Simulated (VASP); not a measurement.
# TiO (P-6m2) in VASP: notebook

The runs below take TiO through single point, with PBEsol.

Program: VASP 6.6.1. These are calculated values, not measurements. Logs are shortened: lines on timing, memory, paths and dates and some standing lists are left out, and cuts for length are marked.

### Step 1. The cell of the first run

The structure is hexagonal, space group P-6m2 (No. 187). Conventional cell: a = 2.789 Å, b = 2.789 Å, c = 2.458 Å, α = 90.00°, β = 90.00°, γ = 120.00°. Within 2.8 Å of Ti (site symmetry -6m2) lie 6 O at 2.03 Å and 8 Ti at 2.46 to 2.79 Å. O (site symmetry -6m2) has 6 Ti at 2.03 Å and 8 O at 2.46 to 2.79 Å within 2.8 Å.

### Step 2. Single point, PBEsol

The input, INCAR:

```
SYSTEM = TiO
PREC     = Accurate       ! precision mode
ENCUT    = 520            ! plane-wave cutoff, eV
EDIFF    = 1E-7           ! SCF threshold, eV
ISMEAR   = 0              ! smearing method
SIGMA    = 0.15           ! smearing width, eV
LREAL    = .False.        ! projectors in reciprocal space
LASPH    = .True.         ! aspherical terms in the spheres
NELM     = 80             ! most SCF steps
ALGO     = Normal         ! electronic algorithm
ISIF     = 2              ! what is computed and relaxed
LWAVE    = .False.        ! write WAVECAR
LCHARG   = .True.         ! write CHGCAR
GGA      = PS             ! functional
LELF     = .True.         ! ELF
LVHAR    = .True.       
NBANDS   = 16             ! bands
```

The input, KPOINTS:

```
regular mesh
0
Gamma
  18 18 16
  0 0 0
```

The input, POSCAR:

```
TiO
1.0
    2.7885979981      0.0000000000      0.0000000000
   -1.3942989991      2.4149967073      0.0000000000
    0.0000000000      0.0000000000      2.4585000000
Ti O
1 1
Direct
    0.6666666667      0.3333333333      0.0000000000
    0.0000000000      0.0000000000      0.5000000000
```

Potentials or basis: VASP PAW PBE potentials, release 64 (Ti_sv, O).

Launch:

```bash
> cat potpaw_PBE.64/Ti_sv/POTCAR potpaw_PBE.64/O/POTCAR > POTCAR
> mpirun -np 1 vasp_std > vasp.out
```

OUTCAR:

```text
SYSTEM = TiO
   PREC = Accurate
   ENCUT = 520
   EDIFF = 1E-7
   ISMEAR = 0
   LREAL = .False.
   LASPH = .True.
   NELM = 80
   ISIF = 2
   GGA = PS

 ion  position               nearest neighbor table
   1  0.667  0.333  0.000-   2 2.03   2 2.03   2 2.03   2 2.03   2 2.03   2 2.03
   2  0.000  0.000  0.500-   1 2.03   1 2.03   1 2.03   1 2.03   1 2.03   1 2.03

  LATTYP: Found a hexagonal cell.
 ALAT       =     2.7885979981
 C/A-ratio  =     0.8816258212

  Lattice vectors:

 A1 = (   2.7885979981,   0.0000000000,   0.0000000000)
 A2 = (  -1.3942989991,   2.4149967073,   0.0000000000)
 A3 = (   0.0000000000,   0.0000000000,   2.4585000000)

Analysis of symmetry for initial positions (statically):
=====================================================================
 Subroutine PRICEL returns:
 Original cell was already a primitive cell.

 Routine SETGRP: Setting up the symmetry group for a
 hexagonal supercell.

 Subroutine GETGRP returns: Found 12 space group operations
 (whereof 12 operations were pure point group operations)
 out of a pool of 24 trial point group operations.

The static configuration has the point symmetry D_3h.

Analysis of symmetry for dynamics (positions and initial velocities):
=====================================================================
 Subroutine PRICEL returns:
 Original cell was already a primitive cell.

 Routine SETGRP: Setting up the symmetry group for a
 hexagonal supercell.

 Subroutine GETGRP returns: Found 12 space group operations
 (whereof 12 operations were pure point group operations)
 out of a pool of 24 trial point group operations.

The dynamic configuration has the point symmetry D_3h.

 Subroutine INISYM returns: Found 12 space group operations
 (whereof 12 operations are pure point group operations),
 and found     1 'primitive' translations

----------------------------------------------------------------------------------------

                                     Primitive cell

  volume of cell :      16.5567

  direct lattice vectors                    reciprocal lattice vectors
     2.788597998  0.000000000  0.000000000     0.358603141  0.207039620  0.000000000
    -1.394298999  2.414996707  0.000000000     0.000000000  0.414079240  0.000000000
     0.000000000  0.000000000  2.458500000     0.000000000  0.000000000  0.406752085

  length of vectors
     2.788597998  2.788597998  2.458500000     0.414079240  0.414079240  0.406752085

  position of ions in fractional coordinates (direct lattice)
     0.666666667  0.333333333  0.000000000
     0.000000000  0.000000000  0.500000000

  ion indices of the primitive-cell ions
   primitive index   ion index
                 1           1
                 2           2

----------------------------------------------------------------------------------------

 KPOINTS: regular mesh

Automatic generation of k-mesh.
 Grid dimensions read from file:
 generate k-points for:   18   18   16

 Generating k-lattice:

  Cartesian coordinates                     Fractional coordinates (reciprocal lattice)
     0.019922397  0.011502201  0.000000000     0.055555556  0.000000000  0.000000000
     0.000000000  0.023004402  0.000000000     0.000000000  0.055555556  0.000000000
     0.000000000  0.000000000  0.025422005     0.000000000  0.000000000  0.062500000

  Length of vectors
     0.023004402  0.023004402  0.025422005

  Shift w.r.t. Gamma in fractional coordinates (k-lattice)
     0.000000000  0.000000000  0.000000000

 Subroutine IBZKPT returns following result:
 ===========================================

 Found    333 irreducible k-points:

 Following reciprocal coordinates:
            Coordinates               Weight
  0.000000  0.000000  0.000000      1.000000
  0.055556 -0.000000  0.000000      6.000000
  0.111111 -0.000000  0.000000      6.000000
  0.166667 -0.000000  0.000000      6.000000
  0.222222 -0.000000  0.000000      6.000000
  0.277778 -0.000000  0.000000      6.000000
[... 16 lines left out ...]
  0.333333  0.111111  0.000000     12.000000
  0.388889  0.111111  0.000000     12.000000
 [... further k-points ...]
   k-points           NKPTS =    333   k-points in BZ     NKDIM =    333   number of bands    NBANDS=     16
   number of dos      NEDOS =    301   number of ions     NIONS =      2
   total plane-waves  NPLWV =  10368
   dimension x,y,z NGX =    24 NGY =   24 NGZ =   18
   dimension x,y,z NGXF=    48 NGYF=   48 NGZF=   36
   ions per type =               1   1
   NGX,Y,Z   is equivalent  to a cutoff of  14.31, 14.31, 12.17 a.u.
   NGXF,Y,Z  is equivalent  to a cutoff of  28.62, 28.62, 24.34 a.u.
 SYSTEM =  TiO
   PREC   = accura    normal or accurate (medium, high low for compatibility)
   ISTART =      0    job   : 0-new  1-cont  2-samecut
   ICHARG =      2    charge: 1-file 2-atom 10-const
   ISPIN  =      1    spin polarized calculation?
   LNONCOLLINEAR =      F non collinear calculations
   LSORBIT =      F    spin-orbit coupling
   LASPH  =      T    aspherical Exc in radial PAW
   ENCUT  =  520.0 eV  38.22 Ry    6.18 a.u.   5.18  5.18  4.57*2*pi/ulx,y,z
   NELM   =     80;   NELMIN=  2; NELMDL= -5     # of ELM steps
   EDIFF  = 0.1E-06   stopping-criterion for ELM
   LREAL  =      F    real-space projection
   EDIFFG = 0.1E-05   stopping-criterion for IOM
   NSW    =      0    number of steps for IOM
   IBRION =     -1    ionic relax: 0-MD 1-quasi-New 2-CG
   NFREE  =      0    steps in history (QN), initial steepest desc. (CG)
   ISIF   =      2    stress and relaxation
   ISYM   =      2    0-nonsym 1-usesym 2-fastsym
   POTIM  = 0.5000    time-step for ionic-motion
   TEBEG  =    0.0;   TEEND  =   0.0 temperature during run
   PSTRESS=    0.0 pullay stress
   NELECT =      18.0000    total number of electrons
   NUPDOWN=      -1.0000    fix difference up-down
   EMIN   =  10.00;   EMAX   =-10.00  energy-range for DOS
   EFERMI =   0.00;   METHOD = LEGACY
   ISMEAR =     0;   SIGMA  =   0.15  broadening in eV -4-tet -1-fermi 0-gaus
   EFERMI_NEDOS =   21; number of points for ismear=-14 and -15
   IALGO  =     38    algorithm
   IMIX   =      4    mixing-type and parameters
     AMIX     =   0.40;   BMIX     =  1.00
     AMIX_MAG =   1.60;   BMIX_MAG =  1.00
  volume/ion in A,a.u.               =       8.28        55.86
  Fermi-wavevector in a.u.,A,eV,Ry     =   1.683351  3.181073 38.554446  2.833672
  Thomas-Fermi vector in A             =   2.766568
   LORBIT       =      0    0 simple, 1 ext, 2 COOP (PROOUT), +10 PAW based schemes
   GGA     = PS    functional components
   LHFCALC =     F    Hartree Fock is set to
   AEXX    =    0.0000 exact exchange contribution
   IVDW    =     0    specifies the selected vdW correction
   LEPSILON=     F    determine dielectric tensor
   LRPA    =     F    only Hartree local field effects (RPA)
 non-spin polarized calculation
 Gauss-broadening in eV      SIGMA  =   0.15
  energy-cutoff  :      520.00
  volume of cell :       16.56
 maximum number of plane-waves:       457
 NGX is ok and might be reduce to    24
   NGX = 11   NGY = 11   NGZ =  9

 number of electron      18.0000000 magnetization

 Free energy of the ion-electron system (eV)
  ---------------------------------------------------
  ext. energy  EPLUGINS =         0.00000000
  ---------------------------------------------------
  free energy    TOTEN  =       -18.11299763 eV

  energy without entropy =      -18.10977596  energy(sigma->0) =      -18.11138679

 E-fermi :  13.5634     XC(G=0): -13.9801

 val. band max:       13.5403149195   @ k =   0.3333   0.3333   0.4375
 cond. band min:      13.5725351200   @ k =   0.3333   0.2778   0.0000
 fundamental gap:      0.0322202006
 Fermi energy:        13.5634458198

 k-point     1 :       0.0000    0.0000    0.0000
  band No.  band energies     occupation
      1     -43.8380      2.00000
      2     -19.7151      2.00000
      3     -19.7151      2.00000
      4     -19.5698      2.00000
      5      -9.5167      2.00000
      6       6.1970      2.00000
[... 8 lines left out ...]
     15      29.6411      0.00000
     16      30.7361      0.00000

 k-point     2 :       0.0556   -0.0000    0.0000
  band No.  band energies     occupation
      1     -43.8328      2.00000
      2     -19.7565      2.00000
      3     -19.7222      2.00000
      4     -19.5659      2.00000
      5      -9.4644      2.00000
      6       6.0691      2.00000
[... 8 lines left out ...]
     15      29.3298      0.00000
     16      30.8347      0.00000

 k-point     3 :       0.1111   -0.0000    0.0000
  band No.  band energies     occupation
      1     -43.8177      2.00000
      2     -19.8741      2.00000
      3     -19.7427      2.00000
      4     -19.5546      2.00000
      5      -9.3162      2.00000
      6       5.7300      2.00000
[... 8 lines left out ...]
     15      28.8373      0.00000
     16      31.1203      0.00000

 k-point     4 :       0.1667   -0.0000    0.0000
  band No.  band energies     occupation
      1     -43.7945      2.00000
      2     -20.0491      2.00000
      3     -19.7741      2.00000
      4     -19.5373      2.00000
      5      -9.0935      2.00000
      6       5.2761      2.00000
[... 8 lines left out ...]
     15      28.4158      0.00000
     16      31.5610      0.00000

 k-point     5 :       0.2222   -0.0000    0.0000
  band No.  band energies     occupation
      1     -43.7658      2.00000
      2     -20.2562      2.00000
      3     -19.8122      2.00000
      4     -19.5159      2.00000
      5      -8.8270      2.00000
      6       4.7988      2.00000
[... 8 lines left out ...]
     15      28.1024      0.00000
     16      31.6224      0.00000

 k-point     6 :       0.2778   -0.0000    0.0000
  band No.  band energies     occupation
      1     -43.7352      2.00000
      2     -20.4683      2.00000
      3     -19.8526      2.00000
      4     -19.4932      2.00000
      5      -8.5507      2.00000
      6       4.3620      2.00000
[... 8 lines left out ...]
     15      27.8695      0.00000
     16      31.1441      0.00000
[... 267 lines left out ...]
 k-point    21 :       0.2222    0.1111    0.0000
  band No.  band energies     occupation
      1     -43.7257      2.00000
      2     -20.4917      2.00000
      3     -19.9093      2.00000
      4     -19.4862      2.00000
      5      -8.4635      2.00000
      6       4.3460      2.00000
[... 8 lines left out ...]
     15      27.9007      0.00000
     16      30.9197      0.00000

 k-point    22 :       0.2778    0.1111    0.0000
  band No.  band energies     occupation
      1     -43.6984      2.00000
      2     -20.6579      2.00000
      3     -19.9602      2.00000
      4     -19.4660      2.00000
      5      -8.2245      2.00000
      6       4.0622      2.00000
[... 8 lines left out ...]
     15      27.7119      0.00000
     16      30.4223      0.00000

 k-point    23 :       0.3333    0.1111    0.0000
  band No.  band energies     occupation
      1     -43.6761      2.00000
      2     -20.7898      2.00000
      3     -20.0015      2.00000
      4     -19.4495      2.00000
      5      -8.0327      2.00000
      6       3.8604      2.00000
[... 8 lines left out ...]
     15      27.3953      0.00000
     16      30.0763      0.00000

 k-point    24 :       0.3889    0.1111    0.0000
  band No.  band energies     occupation
      1     -43.6614      2.00000
      2     -20.8744      2.00000
      3     -20.0284      2.00000
      4     -19.4387      2.00000
      5      -7.9090      2.00000
      6       3.7422      2.00000
[... 8 lines left out ...]
     15      27.0061      0.00000
     16      29.9489      0.00000

 [... further k-points ...]

------------------------ aborting loop because EDIFF is reached ----------------------------------------

  FORCE on cell =-STRESS in cart. coord.  units (eV):
  Direction    XX          YY          ZZ          XY          YZ          ZX
  --------------------------------------------------------------------------------------
  -------------------------------------------------------------------------------------
  Total        2.6738549      2.6738549     10.7710249     -0.0000000      0.0000000      0.0000000
  in kB      258.7472522    258.7472522   1042.3052982     -0.0000000      0.0000000      0.0000000
  external PRESSURE =     519.9332675 kB  Pullay stress =       0.0000000 kB

 VOLUME and BASIS-vectors are now :
 -----------------------------------------------------------------------------
  energy-cutoff  :      520.00
  volume of cell :       16.56
      direct lattice vectors                 reciprocal lattice vectors
     2.788597998  0.000000000  0.000000000     0.358603141  0.207039620  0.000000000
    -1.394298999  2.414996707  0.000000000     0.000000000  0.414079240  0.000000000
     0.000000000  0.000000000  2.458500000     0.000000000  0.000000000  0.406752085

 POSITION                                       TOTAL-FORCE (eV/Angst)
 -----------------------------------------------------------------------------------
      1.39430      0.80500      0.00000         0.000000      0.000000      0.000000
      0.00000      0.00000      1.22925        -0.000000      0.000000      0.000000
 -----------------------------------------------------------------------------------
    total drift:                               -0.000000      0.000000      0.000000

  FREE ENERGIE OF THE ION-ELECTRON SYSTEM (eV)
  ---------------------------------------------------
  free  energy   TOTEN  =       -18.1129976252 eV

  energy  without entropy=      -18.1097759592  energy(sigma->0) =      -18.11138679
```

Run time: 96 s. Hardware: 1 thread of Intel Xeon 8259CL, shared host; peak memory 0.2 GiB.

Results:

```
Free energy            : -18.1130 eV
Pressure               : 52.0 GPa
Band gap on the k mesh : zero (bands 9 and 10 overlap by 0.49 eV)
```

Levels at points of the mesh, in eV from the Fermi level:
| k point | band 7 | band 8 | band 9 | band 10 | band 11 | band 12 |
| --- | --- | --- | --- | --- | --- | --- |
| (0.00, 0.00, 0.00) | -7.37 | -5.06 | -3.48 | 1.88 | 2.68 | 2.68 |
| (0.50, 0.00, 0.00) | -6.50 | -6.32 | -3.06 | 1.67 | 2.44 | 3.14 |
| (0.00, 0.00, 0.50) | -6.76 | -6.76 | 0.07 | 0.07 | 1.59 | 1.59 |
| (0.50, 0.00, 0.50) | -8.56 | -8.26 | -0.13 | 2.24 | 3.20 | 4.20 |

Caveat: the cell stands under pressure; the PAW data sets were made with another functional, which shifts forces and pressure a little; semilocal functionals often make such compounds metallic where correlation or magnetic order opens a gap, which also shifts bond lengths.

### Step 3. Single point, PBEsol

This run uses another cell than the first one, of 8.37 Å³/atom.

The input, INCAR:

```
PREC = Accurate ; ENCUT = 520
EDIFF = 1E-7 ; ISMEAR = 0
SIGMA = 0.15 ; LREAL = False
LASPH = True ; NELM = 60
ALGO = Normal ; ISIF = 2
LWAVE = False ; LCHARG = True
GGA = PS ; LELF = True
LVHAR = True ; NBANDS = 16
```

The input, KPOINTS:

```
regular mesh
0
Gamma
  18 18 16
```

The input, POSCAR:

```
TiO
1.0
    2.7421000000      0.0000000000      0.0000000000
   -1.3710500000      2.3747282597      0.0000000000
    0.0000000000      0.0000000000      2.5703000000
Ti O
1 1
Direct
    0.6666666667      0.3333333333      0.0000000000
    0.0000000000      0.0000000000      0.5000000000
```

Potentials or basis: VASP PAW PBE potentials, release 64 (Ti_sv, O).

Launch:

```bash
> cat potpaw_PBE.64/Ti_sv/POTCAR potpaw_PBE.64/O/POTCAR > POTCAR
> mpirun -np 1 vasp_std > vasp.out
```

OUTCAR:

```text
PREC = Accurate
   ENCUT = 520
   EDIFF = 1E-7
   ISMEAR = 0
   LREAL = False
   LASPH = True
   NELM = 60
   ISIF = 2
   GGA = PS

 ion  position               nearest neighbor table
   1  0.667  0.333  0.000-   2 2.04   2 2.04   2 2.04   2 2.04   2 2.04   2 2.04
   2  0.000  0.000  0.500-   1 2.04   1 2.04   1 2.04   1 2.04   1 2.04   1 2.04

  LATTYP: Found a hexagonal cell.
 ALAT       =     2.7421000000
 C/A-ratio  =     0.9373472886

  Lattice vectors:

 A1 = (   2.7421000000,   0.0000000000,   0.0000000000)
 A2 = (  -1.3710500000,   2.3747282597,   0.0000000000)
 A3 = (   0.0000000000,   0.0000000000,   2.5703000000)

Analysis of symmetry for initial positions (statically):
=====================================================================
 Subroutine PRICEL returns:
 Original cell was already a primitive cell.

 Routine SETGRP: Setting up the symmetry group for a
 hexagonal supercell.

 Subroutine GETGRP returns: Found 12 space group operations
[... 156 lines left out ...]

 Free energy of the ion-electron system (eV)
  ---------------------------------------------------
  ext. energy  EPLUGINS =         0.00000000
  ---------------------------------------------------
  free energy    TOTEN  =       -18.42062694 eV

  energy without entropy =      -18.41969012  energy(sigma->0) =      -18.42015853

 E-fermi :  13.3825     XC(G=0): -13.9309

 val. band max:       13.2549489173   @ k =   0.3333   0.3333   0.5000
 cond. band min:      13.3925618718   @ k =   0.0000   0.0000   0.4375
 fundamental gap:      0.1376129545
 Fermi energy:        13.3824981592

 k-point     1 :       0.0000    0.0000    0.0000
  band No.  band energies     occupation
      1     -44.0154      2.00000
      2     -20.0078      2.00000
      3     -19.8256      2.00000
      4     -19.8256      2.00000
      5      -9.5796      2.00000
      6       6.5007      2.00000
[... 433 lines left out ...]
      3     -20.1634      2.00000
      4     -19.8460      2.00000
      5      -7.9126      2.00000
      6       3.5946      2.00000
[... 8 lines left out ...]
     15      26.9568      0.00000
     16      29.4861      0.00000

 [... further k-points ...]
[... 5 lines left out ...]
  --------------------------------------------------------------------------------------
  -------------------------------------------------------------------------------------
  Total        3.0669145      3.0669145      7.4025673      0.0000000      0.0000000      0.0000000
  in kB      293.5832175    293.5832175    708.6175777      0.0000000      0.0000000      0.0000000
  external PRESSURE =     431.9280043 kB  Pullay stress =       0.0000000 kB

 VOLUME and BASIS-vectors are now :
 -----------------------------------------------------------------------------
  energy-cutoff  :      520.00
  volume of cell :       16.74
      direct lattice vectors                 reciprocal lattice vectors
     2.742100000  0.000000000  0.000000000     0.364684001  0.210550406  0.000000000
    -1.371050000  2.374728260  0.000000000     0.000000000  0.421100813  0.000000000
     0.000000000  0.000000000  2.570300000     0.000000000  0.000000000  0.389059643

 POSITION                                       TOTAL-FORCE (eV/Angst)
 -----------------------------------------------------------------------------------
      1.37105      0.79158      0.00000        -0.000000      0.000000      0.000000
      0.00000      0.00000      1.28515         0.000000     -0.000000      0.000000
 -----------------------------------------------------------------------------------
    total drift:                                0.000000     -0.000000      0.000000

  FREE ENERGIE OF THE ION-ELECTRON SYSTEM (eV)
  ---------------------------------------------------
  free  energy   TOTEN  =       -18.4206269390 eV

  energy  without entropy=      -18.4196901163  energy(sigma->0) =      -18.42015853
```

Wall time 1.9 min (1 thread of Intel Xeon 8259CL, shared host); peak memory 0.2 GiB.

What came out:

* Free energy: -18.4206 eV
* Pressure: 43.2 GPa
* Band gap on the k mesh: zero (bands 9 and 10 overlap by 0.16 eV)

Caveat: the cell stands under pressure; the PAW data sets were made with another functional, which shifts forces and pressure a little; semilocal functionals often make such compounds metallic where correlation or magnetic order opens a gap, which also shifts bond lengths.

(Part 1 of 2 ends here.)
